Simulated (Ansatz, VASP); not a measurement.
# One calculation of Al12O, two programs

The input INCAR:

```
PREC = Accurate
ENCUT = 520
EDIFF = 1E-7
ISMEAR = 0
SIGMA = 0.1
LREAL = False
LASPH = True
NELM = 100
ALGO = Normal
ISIF = 2
LWAVE = False
LCHARG = False
LDIPOL = True
IDIPOL = 3
DIPOL = 0.5 0.5 0.321
GGA = RP
NBANDS = 33
```

File KPOINTS:

```
regular mesh
0
Gamma
  5 5 1
```

Contents of POSCAR:

```
Al12O
1.0
    5.7135165838      0.0000000000      0.0000000000
    0.0000000000      5.7135165838      0.0000000000
    0.0000000000      0.0000000000     19.6746954361
Al O
12 1
Direct
    0.2500000000      0.2500000000      0.2033068320
    0.2500000000      0.7500000000      0.2033068320
    0.7500000000      0.2500000000      0.2033068320
    0.7500000000      0.7500000000      0.2033068320
    0.0000000000      0.0000000000      0.3092728611
    0.0000000000      0.5000000000      0.3092728611
    0.5000000000      0.0000000000      0.3092728611
    0.5000000000      0.5000000000      0.3092728611
    0.2500000000      0.2500000000      0.4154928580
    0.2500000000      0.7500000000      0.4154928580
    0.7500000000      0.2500000000      0.4154928580
    0.7500000000      0.7500000000      0.4154928580
    0.3333333333      0.5000000000      0.4638666335
```

Input for Ansatz:

```yaml
crystal:
  lattice:
    - [5.7135165838, 0.0, 0.0]
    - [0.0, 5.7135165838, 0.0]
    - [0.0, 0.0, 19.6746954361]
  atoms:
    - { symbol: Al, position: [0.25, 0.25, 0.203306832] }
    - { symbol: Al, position: [0.25, 0.75, 0.203306832] }
    - { symbol: Al, position: [0.75, 0.25, 0.203306832] }
    - { symbol: Al, position: [0.75, 0.75, 0.203306832] }
    - { symbol: Al, position: [0.0, 0.0, 0.3092728611] }
    - { symbol: Al, position: [0.0, 0.5, 0.3092728611] }
    - { symbol: Al, position: [0.5, 0.0, 0.3092728611] }
    - { symbol: Al, position: [0.5, 0.5, 0.3092728611] }
    - { symbol: Al, position: [0.25, 0.25, 0.415492858] }
    - { symbol: Al, position: [0.25, 0.75, 0.415492858] }
    - { symbol: Al, position: [0.75, 0.25, 0.415492858] }
    - { symbol: Al, position: [0.75, 0.75, 0.415492858] }
    - { symbol: O, position: [0.3333333333, 0.5, 0.4638666335] }
kpoints:
  mp_grid: { grid: [5, 5, 1] }
hamiltonian:
  xc: rpbe
  pseudopotentials: { kind: paw, azcp: { folder: soft_1 } }
scf:
  occupations: { method: gaussian, width: 0.1 }
output:
  forces: true
  eigenvalues: true
efield:
  axis: 3
  dipole_correction: true
  ramp_width: 0.04
```

Alike in both runs: task single point; functional RPBE; k mesh 5 × 5 × 1; occupations gaussian, width 0.1 eV; no spin polarisation.

|  | VASP | Ansatz |
| --- | --- | --- |
| version | VASP 6.6.1 | Ansatz 0.2.0 |
| potentials or method | VASP PAW PBE potentials, release 64 (Al, O) | scalar-relativistic, plane waves, PAW |
| plane-wave cutoff (eV) | 520 | 420 |
| valence electrons in the cell | 42 | 42 |

```tsv
	VASP	Ansatz	Ansatz less VASP
gap on the k mesh at the Fermi level (eV)	none	none	-
rms of the force components (eV/Å)	0.143	0.143	+0.0002
```

VASP's potentials were made for PBE, not for RPBE. Atom by atom the forces differ by 0.004 eV/Å (rms over components). A gap of «none» marks a metal or a gap that the smearing closes.
